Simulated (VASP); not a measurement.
# Ga (P1) in VASP: a series of runs

Runs on Ga. Level: PBEsol. Tasks: single point.

All numbers are computed with VASP 6.6.1; they aren't measurements. Logs are shortened: lines on timing, memory, paths and dates and some standing lists are left out, and cuts for length are marked.

### Step 1. The cell of the first run

The typed cell holds 4 atoms: a = 8.632 Å, b = 4.316 Å, c = 3.170 Å, α = 90.00°, β = 90.00°, γ = 140.74°.

### Step 2. Single point, PBEsol

The input, INCAR:

```
PREC     = Accurate       # precision mode
ENCUT    = 520            # plane-wave cutoff, eV
EDIFF    = 1E-6           # SCF threshold, eV
ISMEAR   = -1             # smearing method
SIGMA    = 0.08           # smearing width, eV
LREAL    = F              # projectors in reciprocal space
LASPH    = T              # aspherical terms in the spheres
NELM     = 80             # most SCF steps
ALGO     = Normal         # electronic algorithm
ISIF     = 2              # what is computed and relaxed
LWAVE    = F              # write WAVECAR
LCHARG   = F              # write CHGCAR
GGA      = PS             # functional
NBANDS   = 34             # bands
```

The input, KPOINTS:

```
Automatic mesh
0
Gamma
  4 7 6
```

The input, POSCAR:

```
Ga
1.0
    2.9000000000     -8.1300000000      0.0000000000
    1.4500000000      4.0650000000      0.0000000000
    0.0000000000      0.0000000000      3.1700000000
Ga
4
Direct
    0.4320709352      0.1617795088      0.2232088328
    0.9567780884      0.1106272715      0.2484977918
    0.0966615903      0.9028085435      0.7409296530
    0.5468215000      0.8393549311      0.8157895899
```

Potentials or basis: VASP PAW PBE potentials, release 64 (Ga_d).

Launch:

```bash
$ cat potpaw_PBE.64/Ga_d/POTCAR > POTCAR
$ mpirun -np 1 vasp_std > vasp.out
```

OUTCAR:

```text
PREC = Accurate
   ENCUT = 520
   EDIFF = 1E-6
   ISMEAR = -1
   LREAL = F
   LASPH = T
   NELM = 80
   ISIF = 2
   GGA = PS

 ion  position               nearest neighbor table
   1  0.432  0.162  0.223-   4 2.59   4 2.59   3 2.64   3 2.70
   2  0.957  0.111  0.248-   3 2.53   3 2.56
   3  0.097  0.903  0.741-   2 2.53   2 2.56   1 2.64   4 2.68   1 2.70
   4  0.547  0.839  0.816-   1 2.59   1 2.59   3 2.68

  Warning from LATTYP: Monoclinic adjustment (A1->A3, A2->A1, A3->A2)!
  Warning from LATTYP: Got some problem with cell dimensions!
  Tried to take original basis but could not verify dimensions!
  LATTYP: Found a simple monoclinic cell.
 ALAT       =     4.3158689739
 B/A-ratio  =     0.7344986651
 C/A-ratio  =     1.3438776837
 COS(beta)  =    -0.3359694209

  Lattice vectors:

 A1 = (   1.4500000000,   4.0650000000,   0.0000000000)
 A2 = (   0.0000000000,   0.0000000000,  -3.1700000000)
 A3 = (  -5.8000000000,  -0.0000000000,   0.0000000000)

Analysis of symmetry for initial positions (statically):
=====================================================================
 Subroutine PRICEL returns:
 Original cell was already a primitive cell.

 Routine SETGRP: Setting up the symmetry group for a
 simple monoclinic supercell.

 Subroutine GETGRP returns: Found  1 space group operations
 (whereof  1 operations were pure point group operations)
 out of a pool of  4 trial point group operations.

The static configuration has the point symmetry C_1 .

Analysis of symmetry for dynamics (positions and initial velocities):
=====================================================================
 Subroutine PRICEL returns:
 Original cell was already a primitive cell.

 Routine SETGRP: Setting up the symmetry group for a
 simple monoclinic supercell.

 Subroutine GETGRP returns: Found  1 space group operations
 (whereof  1 operations were pure point group operations)
 out of a pool of  4 trial point group operations.

The dynamic configuration has the point symmetry C_1 .

 Subroutine INISYM returns: Found  1 space group operations
 (whereof  1 operations are pure point group operations),
 and found     1 'primitive' translations

----------------------------------------------------------------------------------------

                                     Primitive cell

  volume of cell :      74.7391

  direct lattice vectors                    reciprocal lattice vectors
     2.900000000 -8.130000000  0.000000000     0.172413793 -0.061500615  0.000000000
     1.450000000  4.065000000  0.000000000     0.344827586  0.123001230  0.000000000
     0.000000000  0.000000000  3.170000000     0.000000000  0.000000000  0.315457413

  length of vectors
     8.631737948  4.315868974  3.170000000     0.183054204  0.366108409  0.315457413

  position of ions in fractional coordinates (direct lattice)
     0.432070935  0.161779509  0.223208833
     0.956778088  0.110627272  0.248497792
     0.096661590  0.902808544  0.740929653
     0.546821500  0.839354931  0.815789590

  ion indices of the primitive-cell ions
   primitive index   ion index
                 1           1
                 2           2
                 3           3
                 4           4

----------------------------------------------------------------------------------------

 KPOINTS: Automatic mesh

Automatic generation of k-mesh.
 Grid dimensions read from file:
 generate k-points for:    4    7    6

 Generating k-lattice:

  Cartesian coordinates                     Fractional coordinates (reciprocal lattice)
     0.043103448 -0.015375154  0.000000000     0.250000000  0.000000000  0.000000000
     0.049261084  0.017571604  0.000000000     0.000000000  0.142857143  0.000000000
     0.000000000  0.000000000  0.052576236     0.000000000  0.000000000  0.166666667

  Length of vectors
     0.045763551  0.052301201  0.052576236

  Shift w.r.t. Gamma in fractional coordinates (k-lattice)
     0.000000000  0.000000000  0.000000000

 Subroutine IBZKPT returns following result:
 ===========================================

 Found     86 irreducible k-points:

 Following reciprocal coordinates:
            Coordinates               Weight
  0.000000  0.000000  0.000000      1.000000
  0.250000 -0.000000  0.000000      2.000000
  0.500000 -0.000000  0.000000      1.000000
 -0.000000  0.142857  0.000000      2.000000
  0.250000  0.142857  0.000000      2.000000
  0.500000  0.142857  0.000000      2.000000
[... 16 lines left out ...]
 -0.250000 -0.142857  0.166667      2.000000
  0.500000  0.142857  0.166667      2.000000
 [... further k-points ...]
   k-points           NKPTS =     86   k-points in BZ     NKDIM =     86   number of bands    NBANDS=     34
   number of dos      NEDOS =    301   number of ions     NIONS =      4
   total plane-waves  NPLWV =  49152
   dimension x,y,z NGX =    64 NGY =   32 NGZ =   24
   dimension x,y,z NGXF=   128 NGYF=   64 NGZF=   48
   ions per type =               4
   NGX,Y,Z   is equivalent  to a cutoff of  12.33, 12.33, 12.59 a.u.
   NGXF,Y,Z  is equivalent  to a cutoff of  24.65, 24.65, 25.17 a.u.
 SYSTEM =  unknown system
   PREC   = accura    normal or accurate (medium, high low for compatibility)
   ISTART =      0    job   : 0-new  1-cont  2-samecut
   ICHARG =      2    charge: 1-file 2-atom 10-const
   ISPIN  =      1    spin polarized calculation?
   LNONCOLLINEAR =      F non collinear calculations
   LSORBIT =      F    spin-orbit coupling
   LASPH  =      T    aspherical Exc in radial PAW
   ENCUT  =  520.0 eV  38.22 Ry    6.18 a.u.  16.05  8.02  5.89*2*pi/ulx,y,z
   NELM   =     80;   NELMIN=  2; NELMDL= -5     # of ELM steps
   EDIFF  = 0.1E-05   stopping-criterion for ELM
   LREAL  =      F    real-space projection
   EDIFFG = 0.1E-04   stopping-criterion for IOM
   NSW    =      0    number of steps for IOM
   IBRION =     -1    ionic relax: 0-MD 1-quasi-New 2-CG
   NFREE  =      0    steps in history (QN), initial steepest desc. (CG)
   ISIF   =      2    stress and relaxation
   ISYM   =      2    0-nonsym 1-usesym 2-fastsym
   POTIM  = 0.5000    time-step for ionic-motion
   TEBEG  =    0.0;   TEEND  =   0.0 temperature during run
   PSTRESS=    0.0 pullay stress
   NELECT =      52.0000    total number of electrons
   NUPDOWN=      -1.0000    fix difference up-down
   EMIN   =  10.00;   EMAX   =-10.00  energy-range for DOS
   EFERMI =   0.00;   METHOD = LEGACY
   ISMEAR =    -1;   SIGMA  =   0.08  broadening in eV -4-tet -1-fermi 0-gaus
   EFERMI_NEDOS =   21; number of points for ismear=-14 and -15
   IALGO  =     38    algorithm
   IMIX   =      4    mixing-type and parameters
     AMIX     =   0.40;   BMIX     =  1.00
     AMIX_MAG =   1.60;   BMIX_MAG =  1.00
  volume/ion in A,a.u.               =      18.68       126.09
  Fermi-wavevector in a.u.,A,eV,Ry     =   1.450641  2.741314 28.631555  2.104360
  Thomas-Fermi vector in A             =   2.568230
   LORBIT       =      0    0 simple, 1 ext, 2 COOP (PROOUT), +10 PAW based schemes
   GGA     = PS    functional components
   LHFCALC =     F    Hartree Fock is set to
   AEXX    =    0.0000 exact exchange contribution
   IVDW    =     0    specifies the selected vdW correction
   LEPSILON=     F    determine dielectric tensor
   LRPA    =     F    only Hartree local field effects (RPA)
 non-spin polarized calculation
  energy-cutoff  :      520.00
  volume of cell :       74.74
 maximum number of plane-waves:      2038
   NGX = 33   NGY = 17   NGZ = 11

 number of electron      51.9999994 magnetization

 Free energy of the ion-electron system (eV)
  ---------------------------------------------------
  ext. energy  EPLUGINS =         0.00000000
  ---------------------------------------------------
  free energy    TOTEN  =       -12.98061955 eV

  energy without entropy =      -12.94482648  energy(sigma->0) =      -12.96272302

 E-fermi :   5.5082     XC(G=0): -11.1327

 val. band max:        5.5013530760   @ k =   0.5000  -0.1429   0.3333
 cond. band min:       5.5085481180   @ k =   0.5000  -0.2857   0.1667
 fundamental gap:      0.0071950420
 Fermi energy:         5.5082394049

 k-point     1 :       0.0000    0.0000    0.0000
  band No.  band energies     occupation
      1      -9.7512      2.00000
      2      -9.7424      2.00000
      3      -9.6695      2.00000
      4      -9.6634      2.00000
      5      -9.6282      2.00000
      6      -9.5809      2.00000
[... 26 lines left out ...]
     33      14.0269      0.00000
     34      14.8243      0.00000

 k-point     2 :       0.2500   -0.0000    0.0000
  band No.  band energies     occupation
      1      -9.7480      2.00000
      2      -9.7356      2.00000
      3      -9.6664      2.00000
      4      -9.6528      2.00000
      5      -9.6295      2.00000
      6      -9.5740      2.00000
[... 26 lines left out ...]
     33      12.0769      0.00000
     34      14.4122      0.00000

 k-point     3 :       0.5000   -0.0000    0.0000
  band No.  band energies     occupation
      1      -9.7445      2.00000
      2      -9.7279      2.00000
      3      -9.6578      2.00000
      4      -9.6483      2.00000
      5      -9.6333      2.00000
      6      -9.5686      2.00000
[... 26 lines left out ...]
     33      12.4156      0.00000
     34      13.4349      0.00000
[... 704 lines left out ...]
 k-point    23 :      -0.2500   -0.1429    0.1667
  band No.  band energies     occupation
      1      -9.7463      2.00000
      2      -9.6969      2.00000
      3      -9.6595      2.00000
      4      -9.6520      2.00000
      5      -9.5909      2.00000
      6      -9.5646      2.00000
[... 26 lines left out ...]
     33      11.9894      0.00000
     34      14.7409      0.00000

 k-point    24 :       0.5000    0.1429    0.1667
  band No.  band energies     occupation
      1      -9.7515      2.00000
      2      -9.6916      2.00000
      3      -9.6737      2.00000
      4      -9.6543      2.00000
      5      -9.6053      2.00000
      6      -9.5785      2.00000
[... 26 lines left out ...]
     33      13.4869      0.00000
     34      13.9851      0.00000

 [... further k-points ...]

------------------------ aborting loop because EDIFF is reached ----------------------------------------

  FORCE on cell =-STRESS in cart. coord.  units (eV):
  Direction    XX          YY          ZZ          XY          YZ          ZX
  --------------------------------------------------------------------------------------
  -------------------------------------------------------------------------------------
  Total       -0.9507033      1.4019070      1.1225551      0.0012088     -0.2410566     -0.0336371
  in kB      -20.3801693     30.0525958     24.0641465      0.0259130     -5.1675157     -0.7210772
  external PRESSURE =      11.2455243 kB  Pullay stress =       0.0000000 kB

 VOLUME and BASIS-vectors are now :
 -----------------------------------------------------------------------------
  energy-cutoff  :      520.00
  volume of cell :       74.74
      direct lattice vectors                 reciprocal lattice vectors
     2.900000000 -8.130000000  0.000000000     0.172413793 -0.061500615  0.000000000
     1.450000000  4.065000000  0.000000000     0.344827586  0.123001230  0.000000000
     0.000000000  0.000000000  3.170000000     0.000000000  0.000000000  0.315457413

 POSITION                                       TOTAL-FORCE (eV/Angst)
 -----------------------------------------------------------------------------------
      1.48759     -2.85510      0.70757         0.149665     -0.657316      0.431931
      2.93507     -7.32891      0.78774        -0.082276      1.184290     -0.011763
      1.58939      2.88406      2.34875        -0.950761     -0.595708     -0.095997
      2.80285     -1.03368      2.58605         0.883371      0.068734     -0.324170
 -----------------------------------------------------------------------------------
    total drift:                               -0.000351      0.000519     -0.000053

  FREE ENERGIE OF THE ION-ELECTRON SYSTEM (eV)
  ---------------------------------------------------
  free  energy   TOTEN  =       -12.9806195527 eV

  energy  without entropy=      -12.9448264784  energy(sigma->0) =      -12.96272302
```

Wall time 74 s (1 thread of Intel Xeon 6975P-C (Granite Rapids), shared host); peak memory 0.31 GiB.

What came out:

- Free energy: -12.9806 eV
- Pressure: 1.1 GPa
- Largest force: 1.187 eV/Å
- Band gap on the k mesh: zero (bands 26 and 27 overlap by 4.96 eV)

Forces on the atoms (eV/Å):
```
Ga   0.150 -0.657  0.432
Ga  -0.082  1.184 -0.012
Ga  -0.951 -0.596 -0.096
Ga   0.883  0.069 -0.324
```

Levels at points of the mesh, in eV from the Fermi level:
| k point | band 24 | band 25 | band 26 | band 27 | band 28 | band 29 |
| --- | --- | --- | --- | --- | --- | --- |
| (0.00, 0.00, 0.00) | -2.31 | -2.16 | -1.13 | -0.50 | 2.82 | 5.91 |
| (0.50, 0.00, 0.00) | -3.11 | 0.42 | 0.66 | 1.34 | 1.64 | 3.09 |
| (0.00, 0.00, 0.50) | -2.91 | -1.84 | -1.21 | 1.03 | 1.29 | 1.88 |
| (0.50, 0.00, 0.50) | -5.36 | 0.23 | 0.49 | 1.07 | 1.59 | 3.52 |

Caveat: the stress differs along the axes, from -2 to 3 GPa; the PAW data sets were made with another functional, which shifts forces and pressure a little.

### Step 3. Single point, PBEsol

The input, INCAR:

```
SYSTEM = Ga
ALGO = Normal
EDIFF = 1E-6
ENCUT = 520
GGA = PS
ISIF = 2
ISMEAR = -1
LASPH = .TRUE.
LCHARG = .FALSE.
LREAL = .FALSE.
LWAVE = .FALSE.
NBANDS = 34
NELM = 80
PREC = Accurate
SIGMA = 0.08
```

The input, KPOINTS:

```
k-points
0
G
  4 7 6
  0 0 0
```

The input, POSCAR:

```
Ga
1.0
    2.9000000000     -8.1300000000      0.0000000000
    1.4500000000      4.0650000000      0.0000000000
    0.0000000000      0.0000000000      3.1700000000
Ga
4
Direct
    0.4475754398      0.1824994652      0.2099473186
    0.9614778721      0.1215242558      0.2581968454
    0.0909518331      0.8533777130      0.7814050473
    0.5432493258      0.8605889346      0.8167876972
```

Potentials or basis: VASP PAW PBE potentials, release 64 (Ga_d).

Launch:

```bash
$ cat potpaw_PBE.64/Ga_d/POTCAR > POTCAR
$ mpirun -np 1 vasp_std > vasp.out
```

It took 1.7 min on 1 thread of Intel Xeon 6975P-C (Granite Rapids), shared host; peak memory 0.31 GiB.

The run converged. Its results:

- Free energy: -13.0550 eV
- Pressure: 0.6 GPa
- Largest force: 0.994 eV/Å
- Band gap on the k mesh: zero (bands 26 and 27 overlap by 4.75 eV)

Forces in eV/Å, atoms in the order of the input:
```
Ga   0.460  0.153  0.776
Ga  -0.133  0.512  0.147
Ga  -0.719  0.067 -0.378
Ga   0.392 -0.733 -0.545
```

Stress tensor (GPa, compression positive):
```
-2.66  0.22  0.45
 0.22  3.61  0.94
 0.45  0.94  0.92
```

Levels at points of the mesh, in eV from the Fermi level:
```tsv
k point	band 23	band 24	band 25	band 26	band 27	band 28	band 29	band 30
(0.00, 0.00, 0.00)	-5.33	-2.36	-2.15	-1.32	-0.60	2.90	5.85	6.54
(0.50, 0.00, 0.00)	-3.29	-3.13	0.46	0.74	1.04	1.53	3.08	3.78
(0.00, 0.00, 0.50)	-3.58	-2.81	-1.98	-0.99	0.86	1.31	2.11	2.36
(0.50, 0.00, 0.50)	-6.11	-5.35	0.12	0.48	1.20	1.55	3.54	3.88
```

Caveat: the stress differs along the axes, from -3 to 4 GPa; the PAW data sets were made with another functional, which shifts forces and pressure a little.
